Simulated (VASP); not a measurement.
Input of a VASP 6.6.1 run:

File INCAR:

```
SYSTEM = Na16F
PREC     = Accurate       ! precision mode
ENCUT    = 520            ! plane-wave cutoff, eV
EDIFF    = 1E-7           ! SCF threshold, eV
ISMEAR   = -1             ! smearing method
SIGMA    = 0.05           ! smearing width, eV
LREAL    = Auto         
LASPH    = .True.         ! aspherical terms in the spheres
NELM     = 100            ! most SCF steps
ALGO     = Normal         ! electronic algorithm
ISIF     = 2              ! what is computed and relaxed
LWAVE    = .False.        ! write WAVECAR
LCHARG   = .False.        ! write CHGCAR
NBANDS   = 74             ! bands
```

File KPOINTS:

```
Automatic mesh
0
Gamma
  2 2 2
  0 0 0
```

POSCAR

```
Na16F
1.0
    8.4600000000      0.0000000000      0.0000000000
    0.0000000000      8.4600000000      0.0000000000
    0.0000000000      0.0000000000      8.4600000000
Na F
16 1
Direct
    0.0272926714     -0.0000950355     -0.0236702128
    0.4469465721     -0.0001013002     -0.0192787234
    0.0115833333      0.4998964539     -0.0078226950
    0.0031353428     -0.0000953901      0.5294918440
    0.2381847518      0.2601651300      0.2735420804
    0.4846910165      0.4998996454      0.0150646572
    0.5165613475     -0.0000984634      0.4817076832
    0.7618790780      0.2538861702      0.2373005910
   -0.0146548463      0.4998947991      0.5166326241
    0.2381816785      0.7396335697      0.2735438534
    0.2595877069      0.2445988180      0.7378602837
    0.5118356974      0.4998985816      0.4929299054
    0.7618816785      0.7459119385      0.2373017730
    0.7349126478      0.2578026005      0.7609600473
    0.2595830969      0.7552026005      0.7378598109
    0.7349165485      0.7419971631      0.7609582742
    0.2350341608     -0.0000994090      0.8230310875
```

Potentials or basis: VASP PAW LDA potentials, release 64 (Na_pv, F).

The run is started by

```console
$ cat potpaw_LDA.64/Na_pv/POTCAR potpaw_LDA.64/F/POTCAR > POTCAR
$ mpirun -np 1 vasp_std > vasp.out
```

(1) Predict the pressure.

(2) What does it give for the largest force?

(3) Estimate the band gap on the k mesh.

## Answers

(1) -0.9 GPa.

(2) 0.081 eV/Å.

(3) zero (an odd number of electrons rules out a gap without spin polarisation).

Caveat: the k points lie up to 0.37 Å⁻¹ apart, too coarse for converged energies and pressures of a metal; an odd number of electrons without spin polarisation forces a metal; a magnetic or distorted state may lie lower.
